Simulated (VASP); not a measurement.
Here is a VASP 6.6.1 calculation.

File INCAR:

```
PREC = Accurate ; ENCUT = 700
EDIFF = 1E-6 ; ISMEAR = 1
SIGMA = 0.1 ; LREAL = F
LASPH = T ; NELM = 120
ALGO = Normal ; ISIF = 2
LWAVE = F ; LCHARG = T
LELF = T ; LVHAR = T
NBANDS = 36 ; GGA_COMPAT = F
```

File KPOINTS:

```
regular mesh
0
Gamma
  5 5 8
```

The input POSCAR:

```
TaN
1.0
    5.1079151867      0.0000000000      0.0000000000
   -2.5539575933      4.4235843139      0.0000000000
    0.0000000000      0.0000000000      2.8616514835
Ta N
3 3
Direct
    0.3333333333      0.6666666667      0.5000000000
    0.6666666667      0.3333333333      0.5000000000
    0.0000000000      0.0000000000      0.0000000000
    0.3928500000      0.0000000000      0.0000000000
    0.6071500000      0.6071500000      0.0000000000
    0.0000000000      0.3928500000      0.0000000000
```

Potentials or basis: VASP PAW LDA potentials, release 64 (Ta_sv_GW, N).

The run is started by

```bash
$ cat potpaw_LDA.64/Ta_sv_GW/POTCAR potpaw_LDA.64/N/POTCAR > POTCAR
$ mpirun -np 1 vasp_std > vasp.out
```

Question: What does it give for the largest force?

Answer: 0.157 eV/Å.

Question: Estimate the band gap on the k mesh.

Answer: Zero (bands 27 and 28 overlap by 3.26 eV).

Question: Predict the pressure.

Answer: 8.9 GPa.

Stress tensor (GPa, compression positive):
```
9.59 0.00 0.00
0.00 9.59 0.00
0.00 0.00 7.57
```

Caveat: the cell stands under pressure; spin-orbit coupling is left out, which moves the levels of the heavy elements.
